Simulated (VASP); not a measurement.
A run of VASP 6.6.1 is set up as follows.

File INCAR:

```
ALGO = Normal ; EDIFF = 1E-6
ENCUT = 500 ; GGA = LIBXC
GGA_COMPAT = F ; ISIF = 2
ISMEAR = -4 ; ISPIN = 2
LASPH = T ; LCHARG = T
LELF = T ; LIBXC1 = GGA_X_B88
LIBXC2 = GGA_C_PBE ; LORBIT = 11
LREAL = F ; LVHAR = T
LWAVE = F ; MAGMOM = 0.5
NBANDS = 14 ; NELM = 200
PREC = Accurate ; SIGMA = 0.05
```

The input KPOINTS:

```
k-points
0
Gamma
  7 7 7
```

The input POSCAR:

```
Rb
1.0
   -3.1826514233      3.1826514233      2.9417138111
    3.1826514233     -3.1826514233      2.9417138111
    3.1826514233      3.1826514233     -2.9417138111
Rb
1
Direct
    0.0000000000      0.0000000000      0.0000000000
```

Potentials or basis: VASP PAW PBE potentials, release 64 (Rb_sv).

The run is started by

```sh
$ cat potpaw_PBE.64/Rb_sv/POTCAR > POTCAR
$ mpirun -np 1 vasp_std > vasp.out
```

Task: Estimate the net moment.

Result: 0.00 μB per cell.

Task: Predict the pressure.

Result: -0.3 GPa.

Caveat: the PAW data sets were made with another functional, which shifts forces and pressure a little.
